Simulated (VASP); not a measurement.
# CaO (sol) (P6_3/mmc) in VASP: a series of runs

The runs below take CaO (sol) through single point, relaxation of cell and atoms, with PBEsol.

Program: VASP 6.6.1. These are calculated values, not measurements. Logs are shortened: lines on timing, memory, paths and dates and some standing lists are left out, and cuts for length are marked.

## 1. The cell of the first run

Symmetry: P6_3/mmc, No. 194, hexagonal system. The conventional cell has a = 3.956 Å, b = 3.956 Å, c = 4.743 Å, α = 90.00°, β = 90.00°, γ = 120.00°. Within 3.0 Å of Ca (site symmetry -6m2) lie 5 O at 2.28 to 2.37 Å. O (site symmetry -6m2) has 5 Ca at 2.28 to 2.37 Å within 3.0 Å.

## 2. Single point, PBEsol

Contents of INCAR:

```
  PREC = Accurate
  ENCUT = 520
  EDIFF = 1E-6
  ISMEAR = 0
  SIGMA = 0.02
  LREAL = False
  LASPH = True
  NELM = 100
  ALGO = Normal
  ISIF = 2
  LWAVE = False
  LCHARG = False
  GGA = PS
  NBANDS = 24
```

Contents of KPOINTS:

```
Automatic mesh
0
Gamma
  9 9 6
```

Contents of POSCAR:

```
CaO
1.0
    3.9563108128      0.0000000000      0.0000000000
   -1.9781554064      3.4262656691      0.0000000000
    0.0000000000      0.0000000000      4.7431808861
Ca O
2 2
Direct
    0.3333333333      0.6666666667      0.7500000000
    0.6666666667      0.3333333333      0.2500000000
    0.3333333333      0.6666666667      0.2500000000
    0.6666666667      0.3333333333      0.7500000000
```

Potentials or basis: VASP PAW PBE potentials, release 64 (Ca_sv, O).

Launch:

```bash
$ cat potpaw_PBE.64/Ca_sv/POTCAR potpaw_PBE.64/O/POTCAR > POTCAR
$ mpirun -np 1 vasp_std > vasp.out
```

OUTCAR:

```text
PREC = Accurate
   ENCUT = 520
   EDIFF = 1E-6
   ISMEAR = 0
   LREAL = False
   LASPH = True
   NELM = 100
   ISIF = 2
   GGA = PS

 ion  position               nearest neighbor table
   1  0.333  0.667  0.750-   4 2.28   4 2.28   4 2.28   3 2.37   3 2.37
   2  0.667  0.333  0.250-   3 2.28   3 2.28   3 2.28   4 2.37   4 2.37
   3  0.333  0.667  0.250-   2 2.28   2 2.28   2 2.28   1 2.37   1 2.37
   4  0.667  0.333  0.750-   1 2.28   1 2.28   1 2.28   2 2.37   2 2.37

  LATTYP: Found a hexagonal cell.
 ALAT       =     3.9563108128
 C/A-ratio  =     1.1988898523

  Lattice vectors:

 A1 = (   3.9563108128,   0.0000000000,   0.0000000000)
 A2 = (  -1.9781554064,   3.4262656691,   0.0000000000)
 A3 = (   0.0000000000,   0.0000000000,   4.7431808861)

Analysis of symmetry for initial positions (statically):
=====================================================================
 Subroutine PRICEL returns:
 Original cell was already a primitive cell.

 Routine SETGRP: Setting up the symmetry group for a
 hexagonal supercell.

 Subroutine GETGRP returns: Found 24 space group operations
 (whereof 12 operations were pure point group operations)
 out of a pool of 24 trial point group operations.

The static configuration has the point symmetry D_3d.
 The point group associated with its full space group is D_6h.

Analysis of symmetry for dynamics (positions and initial velocities):
=====================================================================
 Subroutine PRICEL returns:
 Original cell was already a primitive cell.

 Routine SETGRP: Setting up the symmetry group for a
 hexagonal supercell.

 Subroutine GETGRP returns: Found 24 space group operations
 (whereof 12 operations were pure point group operations)
 out of a pool of 24 trial point group operations.

The dynamic configuration has the point symmetry D_3d.
 The point group associated with its full space group is D_6h.

 Subroutine INISYM returns: Found 24 space group operations
 (whereof 12 operations are pure point group operations),
 and found     1 'primitive' translations

----------------------------------------------------------------------------------------

                                     Primitive cell

  volume of cell :      64.2956

  direct lattice vectors                    reciprocal lattice vectors
     3.956310813  0.000000000  0.000000000     0.252760728  0.145931474  0.000000000
    -1.978155406  3.426265669  0.000000000     0.000000000  0.291862948  0.000000000
     0.000000000  0.000000000  4.743180886     0.000000000  0.000000000  0.210828982

  length of vectors
     3.956310813  3.956310813  4.743180886     0.291862948  0.291862948  0.210828982

  position of ions in fractional coordinates (direct lattice)
     0.333333333  0.666666667  0.750000000
     0.666666667  0.333333333  0.250000000
     0.333333333  0.666666667  0.250000000
     0.666666667  0.333333333  0.750000000

  ion indices of the primitive-cell ions
   primitive index   ion index
                 1           1
                 2           2
                 3           3
                 4           4

----------------------------------------------------------------------------------------

 KPOINTS: Automatic mesh

Automatic generation of k-mesh.
 Grid dimensions read from file:
 generate k-points for:    9    9    6

 Generating k-lattice:

  Cartesian coordinates                     Fractional coordinates (reciprocal lattice)
     0.028084525  0.016214608  0.000000000     0.111111111  0.000000000  0.000000000
     0.000000000  0.032429216  0.000000000     0.000000000  0.111111111  0.000000000
     0.000000000  0.000000000  0.035138164     0.000000000  0.000000000  0.166666667

  Length of vectors
     0.032429216  0.032429216  0.035138164

  Shift w.r.t. Gamma in fractional coordinates (k-lattice)
     0.000000000  0.000000000  0.000000000

 Subroutine IBZKPT returns following result:
 ===========================================

 Found     48 irreducible k-points:

 Following reciprocal coordinates:
            Coordinates               Weight
  0.000000  0.000000  0.000000      1.000000
  0.111111  0.000000  0.000000      6.000000
  0.222222 -0.000000  0.000000      6.000000
  0.333333  0.000000  0.000000      6.000000
  0.444444 -0.000000  0.000000      6.000000
  0.111111  0.111111  0.000000      6.000000
[... 16 lines left out ...]
  0.333333  0.222222  0.166667     24.000000
  0.333333  0.333333  0.166667      4.000000
 [... further k-points ...]
   k-points           NKPTS =     48   k-points in BZ     NKDIM =     48   number of bands    NBANDS=     24
   number of dos      NEDOS =    301   number of ions     NIONS =      4
   total plane-waves  NPLWV =  32400
   dimension x,y,z NGX =    30 NGY =   30 NGZ =   36
   dimension x,y,z NGXF=    60 NGYF=   60 NGZF=   72
   ions per type =               2   2
   NGX,Y,Z   is equivalent  to a cutoff of  12.61, 12.61, 12.62 a.u.
   NGXF,Y,Z  is equivalent  to a cutoff of  25.21, 25.21, 25.24 a.u.
 SYSTEM =  unknown system
   PREC   = accura    normal or accurate (medium, high low for compatibility)
   ISTART =      0    job   : 0-new  1-cont  2-samecut
   ICHARG =      2    charge: 1-file 2-atom 10-const
   ISPIN  =      1    spin polarized calculation?
   LNONCOLLINEAR =      F non collinear calculations
   LSORBIT =      F    spin-orbit coupling
   LASPH  =      T    aspherical Exc in radial PAW
   ENCUT  =  520.0 eV  38.22 Ry    6.18 a.u.   7.36  7.36  8.82*2*pi/ulx,y,z
   NELM   =    100;   NELMIN=  2; NELMDL= -5     # of ELM steps
   EDIFF  = 0.1E-05   stopping-criterion for ELM
   LREAL  =      F    real-space projection
   EDIFFG = 0.1E-04   stopping-criterion for IOM
   NSW    =      0    number of steps for IOM
   IBRION =     -1    ionic relax: 0-MD 1-quasi-New 2-CG
   NFREE  =      0    steps in history (QN), initial steepest desc. (CG)
   ISIF   =      2    stress and relaxation
   ISYM   =      2    0-nonsym 1-usesym 2-fastsym
   POTIM  = 0.5000    time-step for ionic-motion
   TEBEG  =    0.0;   TEEND  =   0.0 temperature during run
   PSTRESS=    0.0 pullay stress
   NELECT =      32.0000    total number of electrons
   NUPDOWN=      -1.0000    fix difference up-down
   EMIN   =  10.00;   EMAX   =-10.00  energy-range for DOS
   EFERMI =   0.00;   METHOD = LEGACY
   ISMEAR =     0;   SIGMA  =   0.02  broadening in eV -4-tet -1-fermi 0-gaus
   EFERMI_NEDOS =   21; number of points for ismear=-14 and -15
   IALGO  =     38    algorithm
   IMIX   =      4    mixing-type and parameters
     AMIX     =   0.40;   BMIX     =  1.00
     AMIX_MAG =   1.60;   BMIX_MAG =  1.00
  volume/ion in A,a.u.               =      16.07       108.47
  Fermi-wavevector in a.u.,A,eV,Ry     =   1.297372  2.451677 22.900966  1.683174
  Thomas-Fermi vector in A             =   2.428768
   LORBIT       =      0    0 simple, 1 ext, 2 COOP (PROOUT), +10 PAW based schemes
   GGA     = PS    functional components
   LHFCALC =     F    Hartree Fock is set to
   AEXX    =    0.0000 exact exchange contribution
   IVDW    =     0    specifies the selected vdW correction
   LEPSILON=     F    determine dielectric tensor
   LRPA    =     F    only Hartree local field effects (RPA)
 non-spin polarized calculation
 Gauss-broadening in eV      SIGMA  =   0.02
  energy-cutoff  :      520.00
  volume of cell :       64.30
 maximum number of plane-waves:      1757
 NGX is ok and might be reduce to    30
   NGX = 15   NGY = 15   NGZ = 17

 number of electron      31.9999983 magnetization

 Free energy of the ion-electron system (eV)
  ---------------------------------------------------
  ext. energy  EPLUGINS =         0.00000000
  ---------------------------------------------------
  free energy    TOTEN  =       -26.46120073 eV

  energy without entropy =      -26.46120073  energy(sigma->0) =      -26.46120073

 E-fermi :   1.5262     XC(G=0):  -9.7652

 val. band max:        1.3246709895   @ k =   0.0000   0.0000   0.0000
 cond. band min:       4.4477249436   @ k =   0.0000   0.0000   0.0000
 fundamental gap:      3.1230539542
 Fermi energy:         1.5261851385

 k-point     1 :       0.0000    0.0000    0.0000
  band No.  band energies     occupation
      1     -35.9835      2.00000
      2     -35.8315      2.00000
      3     -17.4550      2.00000
      4     -17.1764      2.00000
      5     -17.1764      2.00000
      6     -16.9554      2.00000
[... 16 lines left out ...]
     23       9.9088      0.00000
     24      10.0496      0.00000

 k-point     2 :       0.1111    0.0000    0.0000
  band No.  band energies     occupation
      1     -35.9776      2.00000
      2     -35.8337      2.00000
      3     -17.4362      2.00000
      4     -17.2403      2.00000
      5     -17.1887      2.00000
      6     -17.0346      2.00000
[... 16 lines left out ...]
     23       9.6742      0.00000
     24       9.9571      0.00000

 k-point     3 :       0.2222   -0.0000    0.0000
  band No.  band energies     occupation
      1     -35.9616      2.00000
      2     -35.8407      2.00000
      3     -17.3920      2.00000
      4     -17.3835      2.00000
      5     -17.2181      2.00000
      6     -17.2141      2.00000
[... 16 lines left out ...]
     23       9.7074      0.00000
     24       9.7960      0.00000
[... 514 lines left out ...]
 k-point    23 :       0.3333    0.2222    0.1667
  band No.  band energies     occupation
      1     -35.9057      2.00000
      2     -35.8757      2.00000
      3     -17.7404      2.00000
      4     -17.6736      2.00000
      5     -17.3144      2.00000
      6     -17.0770      2.00000
[... 16 lines left out ...]
     23       9.8629      0.00000
     24      10.3425      0.00000

 k-point    24 :       0.3333    0.3333    0.1667
  band No.  band energies     occupation
      1     -35.8898      2.00000
      2     -35.8898      2.00000
      3     -17.7202      2.00000
      4     -17.7202      2.00000
      5     -17.3404      2.00000
      6     -17.0157      2.00000
[... 16 lines left out ...]
     23       9.9683      0.00000
     24      10.3322      0.00000

 [... further k-points ...]

------------------------ aborting loop because EDIFF is reached ----------------------------------------

  FORCE on cell =-STRESS in cart. coord.  units (eV):
  Direction    XX          YY          ZZ          XY          YZ          ZX
  --------------------------------------------------------------------------------------
  -------------------------------------------------------------------------------------
  Total        0.2061777      0.2061777      0.2290075      0.0000000      0.0000000      0.0000000
  in kB        5.1377288      5.1377288      5.7066237      0.0000000      0.0000000      0.0000000
  external PRESSURE =       5.3273604 kB  Pullay stress =       0.0000000 kB

 VOLUME and BASIS-vectors are now :
 -----------------------------------------------------------------------------
  energy-cutoff  :      520.00
  volume of cell :       64.30
      direct lattice vectors                 reciprocal lattice vectors
     3.956310813  0.000000000  0.000000000     0.252760728  0.145931474  0.000000000
    -1.978155406  3.426265669  0.000000000     0.000000000  0.291862948  0.000000000
     0.000000000  0.000000000  4.743180886     0.000000000  0.000000000  0.210828982

 POSITION                                       TOTAL-FORCE (eV/Angst)
 -----------------------------------------------------------------------------------
     -0.00000      2.28418      3.55739        -0.000000     -0.000000      0.000000
      1.97816      1.14209      1.18580         0.000000     -0.000000      0.000000
     -0.00000      2.28418      1.18580        -0.000000     -0.000000      0.000000
      1.97816      1.14209      3.55739         0.000000      0.000000      0.000000
 -----------------------------------------------------------------------------------
    total drift:                               -0.000000      0.000000     -0.000000

  FREE ENERGIE OF THE ION-ELECTRON SYSTEM (eV)
  ---------------------------------------------------
  free  energy   TOTEN  =       -26.4612007269 eV

  energy  without entropy=      -26.4612007269  energy(sigma->0) =      -26.46120073
```

It took 59 s on 1 thread of AMD EPYC 7R13 (Zen 3), shared host; peak memory 0.18 GiB.

What came out:

* Free energy: -26.4612 eV
* Pressure: 0.5 GPa
* Band gap on the k mesh: 3.12 eV, direct

Levels at points of the mesh, in eV from the valence-band top:
```csv
k point,band 14,band 15,band 16,band 17,band 18,band 19
"(0.00, 0.00, 0.00)",-1.22,-1.09,0.00,3.12,6.15,6.15
"(0.00, 0.00, 0.50)",-1.36,-1.36,-1.36,4.96,4.96,7.88
```

Caveat: the PAW data sets were made with another functional, which shifts forces and pressure a little. A k mesh can miss the band edges.

## 3. Relaxation of cell and atoms, PBEsol

This run uses another cell than the first one, of 16.51 Å³/atom, 1.027 times its volume.

Contents of INCAR:

```
PREC     = Accurate       # precision mode
ENCUT    = 600            # plane-wave cutoff, eV
EDIFF    = 1E-6           # SCF threshold, eV
ISMEAR   = 0              # smearing method
SIGMA    = 0.02           # smearing width, eV
LREAL    = False          # projectors in reciprocal space
LASPH    = True           # aspherical terms in the spheres
NELM     = 100            # most SCF steps
ALGO     = Normal         # electronic algorithm
ISIF     = 3              # what is computed and relaxed
LWAVE    = False          # write WAVECAR
LCHARG   = False          # write CHGCAR
GGA      = PS             # functional
IBRION   = 2              # ionic algorithm
NSW      = 100            # ionic steps
EDIFFG   = -0.002         # ionic threshold
```

KPOINTS is that of step 2.

Contents of POSCAR:

```
CaO
1.0
    3.9919758200      0.0000000000      0.0000000000
   -1.9959879100      3.4571524800      0.0000000000
    0.0000000000      0.0000000000      4.7848400100
Ca O
2 2
Direct
    0.3333333300      0.6666666700      0.7500000000
    0.6666666700      0.3333333300      0.2500000000
    0.3333333300      0.6666666700      0.2500000000
    0.6666666700      0.3333333300      0.7500000000
```

Potentials or basis: VASP PAW PBE potentials, release 64 (Ca_sv, O).

Launch:

```bash
$ cat potpaw_PBE.64/Ca_sv/POTCAR potpaw_PBE.64/O/POTCAR > POTCAR
$ mpirun -np 1 vasp_std > vasp.out
```

Run time: 3.8 min. Hardware: 1 thread of AMD EPYC 7R13 (Zen 3), shared host; peak memory 0.22 GiB.

Results (log left out):

| Property | Result |
| --- | --- |
| Free energy | -26.4691 eV |
| Relaxed volume | 16.15 Å³/atom |
| Relaxed cell | a = 3.963 Å, b = 3.963 Å, c = 4.751 Å, α = 90.00°, β = 90.00°, γ = 120.00° |
| Space group after relaxing (to 0.05 Å) | P6_3/mmc (No. 194) |
| Energy gained by relaxing | 2.2 meV/atom |
| Ionic steps | 7 |
| Pressure after relaxing | 0.0 GPa |
| Band gap on the k mesh | 3.11 eV, direct |

Step by step:
```csv
step,energy change (eV),largest force (eV/Å),pressure (GPa),volume (Å³)
1,0.0000,0.0000,-1.93,66.03
2,-0.0078,0.0000,0.68,64.15
3,-0.0088,0.0000,0.00,64.61
4,-0.0088,0.0000,-0.04,64.64
5,-0.0088,0.0000,-0.03,64.64
6,-0.0088,0.0000,-0.03,64.63
7,-0.0088,0.0000,0.01,64.60
```

Final structure:
```xyz
4
Lattice="3.9625 0.0000 0.0000 -1.9813 3.4316 0.0000 0.0000 0.0000 4.7507" Properties=species:S:1:pos:R:3 pbc="T T T"
Ca    0.0000    2.2878    3.5630
Ca    1.9813    1.1439    1.1877
O     0.0000    2.2878    1.1877
O     1.9813    1.1439    3.5630
```

Levels at points of the mesh, in eV from the valence-band top:
| k point | band 12 | band 13 | band 14 | band 15 | band 16 | band 17 | band 18 | band 19 | band 20 |
| --- | --- | --- | --- | --- | --- | --- | --- | --- | --- |
| (0.00, 0.00, 0.00) | -1.24 | -1.21 | -1.21 | -1.10 | 0.00 | 3.11 | 6.14 | 6.14 | 7.78 |
| (0.00, 0.00, 0.50) | -1.64 | -1.35 | -1.35 | -1.35 | -1.35 | 4.94 | 4.94 | 7.86 | 7.86 |

Caveat: the PAW data sets were made with another functional, which shifts forces and pressure a little.

(Part 1 of 2 ends here.)
